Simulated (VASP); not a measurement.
Crystal: AgI.

```
Ag I
1.0
    -2.32432    2.32432    3.29075
     2.32432   -2.32432    3.29075
     2.32432    2.32432   -3.29075
Ag I
1 1
Direct
  0.25000 0.75000 0.50000
  0.00000 0.00000 0.00000
```

Base run:

| Item | Value |
| --- | --- |
| Program | VASP 6.6.1 |
| Functional | r2SCAN |
| Potentials or basis | VASP PAW PBE potentials, release 64 (Ag, I) |
| Cutoff | 550 eV |
| k mesh | 8 × 8 × 8 |
| Occupations | gaussian, width 0.01 eV |
| Spin | no spin polarisation |

Its results: band gap on the k mesh 1.79 eV; pressure -0.1 GPa.

The run is repeated on the same cell with these changes: functional from r2SCAN to PBE; cutoff from 550 eV to 500 eV; occupations from gaussian, width 0.01 eV to fermi-dirac, width 0.02 eV. What comes out?

Band gap on the k mesh 1.34 eV; pressure 0.6 GPa.

Caveats: spin-orbit coupling is left out, which moves the levels of the heavy elements; the PAW data sets were made with another functional, which shifts forces and pressure a little (at least some runs).

